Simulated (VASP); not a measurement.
# LiF (Griceite) in VASP: settings compared, part 2 of 3

VASP 6.6.1. The steps go on from the part before.

### 3 Single point, PBE

This run uses another cell than the first one, of 7.94 Å³/atom, 1.122 times its volume.

INCAR reads:

```
SYSTEM = LiF
  PREC = Accurate
  ENCUT = 520
  EDIFF = 1E-7
  ISMEAR = -1
  SIGMA = 0.02
  LREAL = .False.
  LASPH = .True.
  NELM = 80
  ALGO = Normal
  ISIF = 2
  LWAVE = .False.
  LCHARG = .False.
  GGA = PE
  NBANDS = 12
```

KPOINTS reads:

```
regular mesh
0
Gamma
  10 10 10
  0 0 0
```

POSCAR reads:

```
LiF
1.0
    0.0000000000      1.9948691814      1.9948691814
    1.9948691814      0.0000000000      1.9948691814
    1.9948691814      1.9948691814      0.0000000000
Li F
1 1
Direct
    0.0000000000      0.0000000000      0.0000000000
    0.5000000000      0.5000000000      0.5000000000
```

Potentials or basis: VASP PAW PBE potentials, release 64 (Li_sv, F).

Launch:

```bash
cat potpaw_PBE.64/Li_sv/POTCAR potpaw_PBE.64/F/POTCAR > POTCAR
mpirun -np 1 vasp_std > vasp.out
```

It took 8.9 s on 1 thread of Intel Xeon Platinum 8488C (Sapphire Rapids), shared host; peak memory 0.13 GiB.

Results (log left out):

```yaml
Free_energy: -9.6280 eV
Band_gap_on_the_k_mesh: 9.35 eV, direct
```

Levels at points of the mesh, in eV from the valence-band top:
| k point | band 2 | band 3 | band 4 | band 5 | band 6 | band 7 | band 8 | band 9 |
| --- | --- | --- | --- | --- | --- | --- | --- | --- |
| (0.00, 0.00, 0.00) | -20.05 | 0.00 | 0.00 | 0.00 | 9.35 | 24.35 | 24.35 | 24.35 |
| (0.50, 0.00, 0.00) | -19.60 | -2.60 | -0.24 | -0.24 | 10.92 | 17.08 | 19.12 | 19.12 |
| (0.50, 0.50, 0.00) | -19.31 | -3.13 | -1.04 | -1.04 | 15.08 | 16.61 | 17.80 | 20.58 |

Caveat: the cutoff is under 1.25 times the usual one of these potentials, so pressure, stress and relaxed cells hold a basis-set (Pulay) error. A k mesh can miss the band edges.

### 4 Single point, r2SCAN (strain -3.8%)

POSCAR reads:

```
LiF
1.0
    0.0000000000      1.9196626132      1.9196626132
    1.9196626132      0.0000000000      1.9196626132
    1.9196626132      1.9196626132      0.0000000000
Li F
1 1
Direct
    0.0000000000      0.0000000000      0.0000000000
    0.5000000000      0.5000000000      0.5000000000
```

INCAR.step1 reads:

```
PREC = Accurate
ENCUT = 520
ISMEAR = 0
SIGMA = 0.01
LREAL = False
LASPH = True
NELM = 60
NBANDS = 12
GGA = PE
ALGO = Normal
EDIFF = 1E-4
LWAVE = True
LCHARG = False
```

INCAR.step2 reads:

```
PREC = Accurate
ENCUT = 520
EDIFF = 1E-6
ISMEAR = 0
SIGMA = 0.01
LREAL = False
LASPH = True
NELM = 60
ALGO = Normal
ISIF = 2
LWAVE = False
LCHARG = True
METAGGA = R2SCAN
LMIXTAU = True
LELF = True
LVHAR = True
NBANDS = 12
ISTART = 1
```

KPOINTS reads:

```
Automatic mesh
0
Gamma
  10 10 10
```

Potentials or basis: VASP PAW PBE potentials, release 64 (Li_sv, F).

Launch:

```bash
cat potpaw_PBE.64/Li_sv/POTCAR potpaw_PBE.64/F/POTCAR > POTCAR
cp INCAR.step1 INCAR
mpirun -np 1 vasp_std > vasp.out
cp INCAR.step2 INCAR
mpirun -np 1 vasp_std > vasp.out
```

OUTCAR:

```text
PREC = Accurate
   ENCUT = 520
   EDIFF = 1E-6
   ISMEAR = 0
   LREAL = False
   LASPH = True
   NELM = 60
   ISIF = 2
   METAGGA = R2SCAN
   ISTART = 1

 ion  position               nearest neighbor table
   1  0.000  0.000  0.000-   2 1.92   2 1.92   2 1.92   2 1.92   2 1.92   2 1.92
   2  0.500  0.500  0.500-   1 1.92   1 1.92   1 1.92   1 1.92   1 1.92   1 1.92

  LATTYP: Found a face centered cubic cell.
 ALAT       =     3.8393252264

  Lattice vectors:

 A1 = (   0.0000000000,   1.9196626132,   1.9196626132)
 A2 = (   1.9196626132,   0.0000000000,   1.9196626132)
 A3 = (   1.9196626132,   1.9196626132,   0.0000000000)

Analysis of symmetry for initial positions (statically):
=====================================================================
 Subroutine PRICEL returns:
 Original cell was already a primitive cell.

 Routine SETGRP: Setting up the symmetry group for a
 face centered cubic supercell.

 Subroutine GETGRP returns: Found 48 space group operations
 (whereof 48 operations were pure point group operations)
 out of a pool of 48 trial point group operations.

The static configuration has the point symmetry O_h .

Analysis of symmetry for dynamics (positions and initial velocities):
=====================================================================
 Subroutine PRICEL returns:
 Original cell was already a primitive cell.

 Routine SETGRP: Setting up the symmetry group for a
 face centered cubic supercell.

 Subroutine GETGRP returns: Found 48 space group operations
 (whereof 48 operations were pure point group operations)
 out of a pool of 48 trial point group operations.

The dynamic configuration has the point symmetry O_h .

 Subroutine INISYM returns: Found 48 space group operations
 (whereof 48 operations are pure point group operations),
 and found     1 'primitive' translations

----------------------------------------------------------------------------------------

                                     Primitive cell

  volume of cell :      14.1483

  direct lattice vectors                    reciprocal lattice vectors
     0.000000000  1.919662613  1.919662613    -0.260462436  0.260462436  0.260462436
     1.919662613  0.000000000  1.919662613     0.260462436 -0.260462436  0.260462436
     1.919662613  1.919662613  0.000000000     0.260462436  0.260462436 -0.260462436

  length of vectors
     2.714812903  2.714812903  2.714812903     0.451134172  0.451134172  0.451134172

  position of ions in fractional coordinates (direct lattice)
     0.000000000  0.000000000  0.000000000
     0.500000000  0.500000000  0.500000000

  ion indices of the primitive-cell ions
   primitive index   ion index
                 1           1
                 2           2

----------------------------------------------------------------------------------------

 KPOINTS: Automatic mesh

Automatic generation of k-mesh.
 Grid dimensions read from file:
 generate k-points for:   10   10   10

 Generating k-lattice:

  Cartesian coordinates                     Fractional coordinates (reciprocal lattice)
    -0.026046244  0.026046244  0.026046244     0.100000000  0.000000000  0.000000000
     0.026046244 -0.026046244  0.026046244     0.000000000  0.100000000  0.000000000
     0.026046244  0.026046244 -0.026046244     0.000000000  0.000000000  0.100000000

  Length of vectors
[... 38 lines left out ...]
   number of dos      NEDOS =    301   number of ions     NIONS =      2
   total plane-waves  NPLWV =   8000
   dimension x,y,z NGX =    20 NGY =   20 NGZ =   20
   dimension x,y,z NGXF=    40 NGYF=   40 NGZF=   40
   ions per type =               1   1
   NGX,Y,Z   is equivalent  to a cutoff of  12.25, 12.25, 12.25 a.u.
   NGXF,Y,Z  is equivalent  to a cutoff of  24.49, 24.49, 24.49 a.u.
 SYSTEM =  unknown system
   PREC   = accura    normal or accurate (medium, high low for compatibility)
   ISTART =      1    job   : 0-new  1-cont  2-samecut
   ICHARG =      0    charge: 1-file 2-atom 10-const
   ISPIN  =      1    spin polarized calculation?
   LNONCOLLINEAR =      F non collinear calculations
   LSORBIT =      F    spin-orbit coupling
   LASPH  =      T    aspherical Exc in radial PAW
   ENCUT  =  520.0 eV  38.22 Ry    6.18 a.u.   5.05  5.05  5.05*2*pi/ulx,y,z
   NELM   =     60;   NELMIN=  2; NELMDL=  0     # of ELM steps
   EDIFF  = 0.1E-05   stopping-criterion for ELM
   LREAL  =      F    real-space projection
   EDIFFG = 0.1E-04   stopping-criterion for IOM
   NSW    =      0    number of steps for IOM
   IBRION =     -1    ionic relax: 0-MD 1-quasi-New 2-CG
   NFREE  =      0    steps in history (QN), initial steepest desc. (CG)
   ISIF   =      2    stress and relaxation
   ISYM   =      2    0-nonsym 1-usesym 2-fastsym
   POTIM  = 0.5000    time-step for ionic-motion
   TEBEG  =    0.0;   TEEND  =   0.0 temperature during run
   PSTRESS=    0.0 pullay stress
   NELECT =      10.0000    total number of electrons
   NUPDOWN=      -1.0000    fix difference up-down
   EMIN   =  10.00;   EMAX   =-10.00  energy-range for DOS
   EFERMI =   0.00;   METHOD = LEGACY
   ISMEAR =     0;   SIGMA  =   0.01  broadening in eV -4-tet -1-fermi 0-gaus
   EFERMI_NEDOS =   21; number of points for ismear=-14 and -15
   IALGO  =     38    algorithm
   IMIX   =      4    mixing-type and parameters
     AMIX     =   0.40;   BMIX     =  1.00
     AMIX_MAG =   1.60;   BMIX_MAG =  1.00
  volume/ion in A,a.u.               =       7.07        47.74
  Fermi-wavevector in a.u.,A,eV,Ry     =   1.458277  2.755743 28.933753  2.126571
  Thomas-Fermi vector in A             =   2.574980
   LORBIT       =      0    0 simple, 1 ext, 2 COOP (PROOUT), +10 PAW based schemes
   METAGGA = R2SCAN    functional components
   LHFCALC =     F    Hartree Fock is set to
   AEXX    =    0.0000 exact exchange contribution
   IVDW    =     0    specifies the selected vdW correction
   LEPSILON=     F    determine dielectric tensor
   LRPA    =     F    only Hartree local field effects (RPA)
 non-spin polarized calculation
 Gauss-broadening in eV      SIGMA  =   0.01
  energy-cutoff  :      520.00
  volume of cell :       14.15
 maximum number of plane-waves:       392
   NGX =  9   NGY =  9   NGZ =  9

 number of electron       9.9999980 magnetization

 Free energy of the ion-electron system (eV)
  ---------------------------------------------------
  ext. energy  EPLUGINS =         0.00000000
  ---------------------------------------------------
  free energy    TOTEN  =       -11.84493113 eV

  energy without entropy =      -11.84493113  energy(sigma->0) =      -11.84493113

 E-fermi :  -0.5848     XC(G=0): -11.3336

 val. band max:       -0.6969783644   @ k =   0.0000   0.0000   0.0000
 cond. band min:      11.0373488488   @ k =   0.0000   0.0000   0.0000
 fundamental gap:     11.7343272132
 Fermi energy:        -0.5847575896

 k-point     1 :       0.0000    0.0000    0.0000
  band No.  band energies     occupation
      1     -42.4896      2.00000
      2     -22.2162      2.00000
      3      -0.6970      2.00000
      4      -0.6970      2.00000
      5      -0.6970      2.00000
      6      11.0373      0.00000
      7      26.2623      0.00000
      8      26.2623      0.00000
      9      26.2625      0.00000
     10      27.4807      0.00000
     11      27.4807      0.00000
     12      27.4816      0.00000
[... 331 lines left out ...]
 k-point    24 :       0.4000    0.3000    0.0000
  band No.  band energies     occupation
      1     -42.3822      2.00000
      2     -21.5568      2.00000
      3      -3.4854      2.00000
      4      -1.7848      2.00000
      5      -1.6505      2.00000
      6      15.0759      0.00000
      7      18.1010      0.00000
      8      21.1361      0.00000
      9      22.8565      0.00000
     10      23.9085      0.00000
     11      38.3955      0.00000
     12      38.4984      0.00000

 [... further k-points ...]

------------------------ aborting loop because EDIFF is reached ----------------------------------------

  FORCE on cell =-STRESS in cart. coord.  units (eV):
  Direction    XX          YY          ZZ          XY          YZ          ZX
  --------------------------------------------------------------------------------------
  -------------------------------------------------------------------------------------
  Total        0.9934240      0.9934240      0.9934240     -0.0000000      0.0000000      0.0000000
  in kB      112.4968885    112.4968885    112.4968885     -0.0000000      0.0000000      0.0000000
  external PRESSURE =     112.4968885 kB  Pullay stress =       0.0000000 kB

 VOLUME and BASIS-vectors are now :
 -----------------------------------------------------------------------------
  energy-cutoff  :      520.00
  volume of cell :       14.15
      direct lattice vectors                 reciprocal lattice vectors
     0.000000000  1.919662613  1.919662613    -0.260462436  0.260462436  0.260462436
     1.919662613  0.000000000  1.919662613     0.260462436 -0.260462436  0.260462436
     1.919662613  1.919662613  0.000000000     0.260462436  0.260462436 -0.260462436

 POSITION                                       TOTAL-FORCE (eV/Angst)
 -----------------------------------------------------------------------------------
      0.00000      0.00000      0.00000        -0.000000     -0.000000     -0.000000
      1.91966      1.91966      1.91966         0.000000      0.000000      0.000000
 -----------------------------------------------------------------------------------
    total drift:                                0.000000      0.000000      0.000000

  FREE ENERGIE OF THE ION-ELECTRON SYSTEM (eV)
  ---------------------------------------------------
  free  energy   TOTEN  =       -11.8449311344 eV

  energy  without entropy=      -11.8449311344  energy(sigma->0) =      -11.84493113
```

It took 35 s on 1 thread of Intel Xeon Platinum 8488C (Sapphire Rapids), shared host; peak memory 0.12 GiB.

What came out:

```
Free energy            : -11.8449 eV
Band gap on the k mesh : 11.73 eV, direct
```

Caveat: the cell differs from its parent crystal (strain -3.8%); the cutoff is under 1.25 times the usual one of these potentials, so pressure, stress and relaxed cells hold a basis-set (Pulay) error; the PAW data sets were made with another functional, which shifts forces and pressure a little. A k mesh can miss the band edges.

(Part 2 of 3 ends here.)
